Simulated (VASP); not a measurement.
# ReRhO (P4/mmm) in VASP: notebook

ReRhO is run at these levels: PBE; tasks: single point.

Everything below comes from runs of VASP 6.6.1. Logs are shortened: lines on timing, memory, paths and dates and some standing lists are left out, and cuts for length are marked.

## Step 1: The cell of the first run

It takes space group P4/mmm (No. 123, tetragonal). Conventional cell: a = 3.577 Å, b = 3.577 Å, c = 3.750 Å, α = 90.00°, β = 90.00°, γ = 90.00°. Re (site symmetry 4/mmm) has 2 O at 1.88 Å and 4 Rh at 2.53 Å within 2.6 Å. Within 3.3 Å of Rh (site symmetry 4/mmm) lie 4 Re at 2.53 Å and 8 O at 3.15 Å. O (site symmetry 4/mmm) has 2 Re at 1.88 Å within 2.5 Å.

The cell was generated, and may not be a known phase.

## Step 2: Single point, PBE

The input, INCAR:

```
SYSTEM = ReRhO
  PREC = Accurate
  ENCUT = 520
  EDIFF = 1E-7
  ISMEAR = 0
  SIGMA = 0.1
  LREAL = .False.
  LASPH = .True.
  NELM = 100
  ALGO = Normal
  ISIF = 2
  LWAVE = .False.
  LCHARG = .False.
  GGA = PE
  NBANDS = 21
```

The input, KPOINTS:

```
regular mesh
0
Gamma
  6 6 6
  0 0 0
```

The input, POSCAR:

```
ReRhO
1.0
    3.5769435748      0.0000000000      0.0000000000
    0.0000000000      3.5769435748      0.0000000000
    0.0000000000      0.0000000000      3.7501023485
Re Rh O
1 1 1
Direct
    0.5000000000      0.5000000000      0.0000000000
    0.0000000000      0.0000000000      0.0000000000
    0.5000000000      0.5000000000      0.5000000000
```

Potentials or basis: VASP PAW PBE potentials, release 64 (Re, Rh_pv, O).

Launch:

```sh
$ cat potpaw_PBE.64/Re/POTCAR potpaw_PBE.64/Rh_pv/POTCAR potpaw_PBE.64/O/POTCAR > POTCAR
$ mpirun -np 1 vasp_std > vasp.out
```

OUTCAR:

```text
SYSTEM = ReRhO
   PREC = Accurate
   ENCUT = 520
   EDIFF = 1E-7
   ISMEAR = 0
   LREAL = .False.
   LASPH = .True.
   NELM = 100
   ISIF = 2
   GGA = PE

 ion  position               nearest neighbor table
   1  0.500  0.500  0.000-   3 1.88   3 1.88   2 2.53   2 2.53   2 2.53   2 2.53
   2  0.000  0.000  0.000-   1 2.53   1 2.53   1 2.53   1 2.53
   3  0.500  0.500  0.500-   1 1.88   1 1.88

  LATTYP: Found a simple tetragonal cell.
 ALAT       =     3.5769435748
 C/A-ratio  =     1.0484097023

  Lattice vectors:

 A1 = (   3.5769435748,   0.0000000000,   0.0000000000)
 A2 = (   0.0000000000,   3.5769435748,   0.0000000000)
 A3 = (   0.0000000000,   0.0000000000,   3.7501023485)

Analysis of symmetry for initial positions (statically):
=====================================================================
 Subroutine PRICEL returns:
 Original cell was already a primitive cell.

 Routine SETGRP: Setting up the symmetry group for a
 simple tetragonal supercell.

 Subroutine GETGRP returns: Found 16 space group operations
 (whereof 16 operations were pure point group operations)
 out of a pool of 16 trial point group operations.

The static configuration has the point symmetry D_4h.

Analysis of symmetry for dynamics (positions and initial velocities):
=====================================================================
 Subroutine PRICEL returns:
 Original cell was already a primitive cell.

 Routine SETGRP: Setting up the symmetry group for a
 simple tetragonal supercell.

 Subroutine GETGRP returns: Found 16 space group operations
 (whereof 16 operations were pure point group operations)
 out of a pool of 16 trial point group operations.

The dynamic configuration has the point symmetry D_4h.

 Subroutine INISYM returns: Found 16 space group operations
 (whereof 16 operations are pure point group operations),
 and found     1 'primitive' translations

----------------------------------------------------------------------------------------

                                     Primitive cell

  volume of cell :      47.9808

  direct lattice vectors                    reciprocal lattice vectors
     3.576943575  0.000000000  0.000000000     0.279568290  0.000000000  0.000000000
     0.000000000  3.576943575  0.000000000     0.000000000  0.279568290  0.000000000
     0.000000000  0.000000000  3.750102349     0.000000000  0.000000000  0.266659389
[... 78 lines left out ...]
   ISTART =      0    job   : 0-new  1-cont  2-samecut
   ICHARG =      2    charge: 1-file 2-atom 10-const
   ISPIN  =      1    spin polarized calculation?
   LNONCOLLINEAR =      F non collinear calculations
   LSORBIT =      F    spin-orbit coupling
   LASPH  =      T    aspherical Exc in radial PAW
   ENCUT  =  520.0 eV  38.22 Ry    6.18 a.u.   6.65  6.65  6.97*2*pi/ulx,y,z
   NELM   =    100;   NELMIN=  2; NELMDL= -5     # of ELM steps
   EDIFF  = 0.1E-06   stopping-criterion for ELM
   LREAL  =      F    real-space projection
   EDIFFG = 0.1E-05   stopping-criterion for IOM
   NSW    =      0    number of steps for IOM
   IBRION =     -1    ionic relax: 0-MD 1-quasi-New 2-CG
   NFREE  =      0    steps in history (QN), initial steepest desc. (CG)
   ISIF   =      2    stress and relaxation
   ISYM   =      2    0-nonsym 1-usesym 2-fastsym
   POTIM  = 0.5000    time-step for ionic-motion
   TEBEG  =    0.0;   TEEND  =   0.0 temperature during run
   PSTRESS=    0.0 pullay stress
   NELECT =      28.0000    total number of electrons
   NUPDOWN=      -1.0000    fix difference up-down
   EMIN   =  10.00;   EMAX   =-10.00  energy-range for DOS
   EFERMI =   0.00;   METHOD = LEGACY
   ISMEAR =     0;   SIGMA  =   0.10  broadening in eV -4-tet -1-fermi 0-gaus
   EFERMI_NEDOS =   21; number of points for ismear=-14 and -15
   IALGO  =     38    algorithm
   IMIX   =      4    mixing-type and parameters
     AMIX     =   0.40;   BMIX     =  1.00
     AMIX_MAG =   1.60;   BMIX_MAG =  1.00
  volume/ion in A,a.u.               =      15.99       107.93
  Fermi-wavevector in a.u.,A,eV,Ry     =   1.368060  2.585258 25.464495  1.871588
  Thomas-Fermi vector in A             =   2.494057
   LORBIT       =      0    0 simple, 1 ext, 2 COOP (PROOUT), +10 PAW based schemes
   GGA     = PE    functional components
   LHFCALC =     F    Hartree Fock is set to
   AEXX    =    0.0000 exact exchange contribution
   IVDW    =     0    specifies the selected vdW correction
   LEPSILON=     F    determine dielectric tensor
   LRPA    =     F    only Hartree local field effects (RPA)
 non-spin polarized calculation
 Gauss-broadening in eV      SIGMA  =   0.10
  energy-cutoff  :      520.00
  volume of cell :       47.98
 maximum number of plane-waves:      1307
 NGX is ok and might be reduce to    28
   NGX = 13   NGY = 13   NGZ = 13

 number of electron      28.0000004 magnetization

 Free energy of the ion-electron system (eV)
  ---------------------------------------------------
  ext. energy  EPLUGINS =         0.00000000
  ---------------------------------------------------
  free energy    TOTEN  =       -24.33771477 eV

  energy without entropy =      -24.32137199  energy(sigma->0) =      -24.32954338

 E-fermi :   5.5140     XC(G=0): -11.4211

 val. band max:        5.4985144745   @ k =   0.3333   0.1667   0.1667
 cond. band min:       5.5185501878   @ k =   0.5000   0.0000   0.1667
 fundamental gap:      0.0200357133
 Fermi energy:         5.5140463888

 k-point     1 :       0.0000    0.0000    0.0000
  band No.  band energies     occupation
      1     -40.7938      2.00000
      2     -40.7938      2.00000
      3     -40.0761      2.00000
      4     -14.8542      2.00000
      5      -0.9567      2.00000
      6      -0.2003      2.00000
[... 565 lines left out ...]
     20      13.8176      0.00000
     21      15.9705      0.00000

 [... further k-points ...]
[... 5 lines left out ...]
  --------------------------------------------------------------------------------------
  -------------------------------------------------------------------------------------
  Total        0.0015916      0.0015916      1.2131252      0.0000000      0.0000000     -0.0000000
  in kB        0.0531452      0.0531452     40.5087574      0.0000000      0.0000000     -0.0000000
  external PRESSURE =      13.5383493 kB  Pullay stress =       0.0000000 kB

 VOLUME and BASIS-vectors are now :
 -----------------------------------------------------------------------------
  energy-cutoff  :      520.00
  volume of cell :       47.98
      direct lattice vectors                 reciprocal lattice vectors
     3.576943575  0.000000000  0.000000000     0.279568290  0.000000000  0.000000000
     0.000000000  3.576943575  0.000000000     0.000000000  0.279568290  0.000000000
     0.000000000  0.000000000  3.750102349     0.000000000  0.000000000  0.266659389

 POSITION                                       TOTAL-FORCE (eV/Angst)
 -----------------------------------------------------------------------------------
      1.78847      1.78847      0.00000         0.000000      0.000000      0.000000
      0.00000      0.00000      0.00000         0.000000      0.000000      0.000000
      1.78847      1.78847      1.87505         0.000000      0.000000      0.000000
 -----------------------------------------------------------------------------------
    total drift:                               -0.000000      0.000000     -0.000000

  FREE ENERGIE OF THE ION-ELECTRON SYSTEM (eV)
  ---------------------------------------------------
  free  energy   TOTEN  =       -24.3377147746 eV

  energy  without entropy=      -24.3213719864  energy(sigma->0) =      -24.32954338
```

Wall time 24 s (1 thread of Intel Xeon 6975P-C (Granite Rapids), shared host); peak memory 0.19 GiB.

What came out:

```
Free energy            : -24.3377 eV
Pressure               : 1.4 GPa
Band gap on the k mesh : zero (bands 14 and 15 overlap by 3.21 eV)
```

Stress tensor (GPa, compression positive):
```
0.01 0.00 0.00
0.00 0.01 0.00
0.00 0.00 4.05
```

Caveat: spin-orbit coupling is left out, which moves the levels of the heavy elements.

## Step 3: Single point, PBE, collinear spin, ferromagnetic start

This run uses another cell than the first one, of 11.74 Å³/atom.

The input, INCAR:

```
SYSTEM = ReRhO
  ALGO = Normal
  EDIFF = 1E-7
  ENCUT = 520
  GGA = PE
  ISIF = 2
  ISMEAR = 0
  ISPIN = 2
  LASPH = .True.
  LCHARG = .False.
  LMAXMIX = 4
  LORBIT = 11
  LREAL = .False.
  LWAVE = .False.
  MAGMOM = 1 1 0
  NBANDS = 25
  NELM = 150
  PREC = Accurate
  SIGMA = 0.1
```

The input, KPOINTS:

```
k-points
0
Gamma
  6 6 4
  0 0 0
```

The input, POSCAR:

```
ReRhO
1.0
    2.9268192700      0.0000000000      0.0000000000
    0.0000000000      2.9268192700      0.0000000000
    0.0000000000      0.0000000000      4.1113016600
Re Rh O
1 1 1
Direct
    0.5000000000      0.5000000000      0.0000000000
    0.0000000000      0.0000000000      0.0000000000
    0.5000000000      0.5000000000      0.5000000000
```

Potentials or basis: VASP PAW PBE potentials, release 64 (Re, Rh_pv, O).

Launch:

```sh
$ cat potpaw_PBE.64/Re/POTCAR potpaw_PBE.64/Rh_pv/POTCAR potpaw_PBE.64/O/POTCAR > POTCAR
$ mpirun -np 1 vasp_std > vasp.out
```

Run time: 32 s. Hardware: 1 thread of Intel Xeon 6975P-C (Granite Rapids), shared host; peak memory 0.19 GiB.

Results (log left out):

| Item | Value |
| --- | --- |
| Free energy | -15.4170 eV |
| Pressure | 154.3 GPa |
| Band gap on the k mesh | zero (filled and empty bands overlap) |
| Net moment | 0.00 μB per cell |
| Valence electrons inside the program's atomic spheres | Re 7.34; Rh 15.08; O 4.94 |

Stress tensor (GPa, compression positive):
```
247.09   0.00   0.00
  0.00 247.09   0.00
  0.00   0.00 -31.42
```

Levels at points of the mesh, in eV from the Fermi level:
Spin up:
```csv
k point,band 11,band 12,band 13,band 14,band 15,band 16,band 17,band 18
"(0.00, 0.00, 0.00)",-3.08,-2.21,-2.21,2.07,2.07,2.85,5.05,5.66
"(0.50, 0.00, 0.00)",-3.69,-2.99,-2.29,-1.93,-1.85,-1.58,0.58,3.36
"(0.50, 0.50, 0.00)",-3.88,-3.46,-1.74,0.41,2.71,3.01,3.01,4.67
"(0.00, 0.00, 0.50)",-1.59,-1.59,-1.09,2.07,2.78,2.78,5.07,7.84
"(0.50, 0.00, 0.50)",-3.75,-3.71,-3.07,-1.91,-0.47,0.89,1.75,1.92
"(0.50, 0.50, 0.50)",-2.39,-2.39,-0.84,0.42,3.33,3.33,3.52,3.52
```
Spin down:
```csv
k point,band 10,band 11,band 12,band 13,band 14,band 15,band 16,band 17,band 18,band 19
"(0.00, 0.00, 0.00)",-4.87,-3.08,-2.21,-2.21,2.07,2.07,2.85,5.05,5.66,10.42
"(0.50, 0.00, 0.00)",-4.34,-3.69,-2.99,-2.29,-1.93,-1.85,-1.58,0.58,3.36,3.74
"(0.50, 0.50, 0.00)",-4.19,-3.88,-3.46,-1.74,0.41,2.71,3.01,3.01,4.67,4.67
"(0.00, 0.00, 0.50)",-6.45,-1.59,-1.59,-1.09,2.07,2.78,2.78,5.07,7.84,10.18
"(0.50, 0.00, 0.50)",-4.28,-3.75,-3.71,-3.07,-1.91,-0.47,0.89,1.75,1.92,8.33
"(0.50, 0.50, 0.50)",-3.46,-2.39,-2.39,-0.84,0.42,3.33,3.33,3.52,3.52,5.97
```

Caveat: the k points lie up to 0.38 Å⁻¹ apart, too coarse for converged energies and pressures of a metal; spin-orbit coupling is left out, which moves the levels of the heavy elements.

(Part 1 of 2 ends here.)

The gap in the log of VASP goes by the Fermi energy; the results here count the filled bands.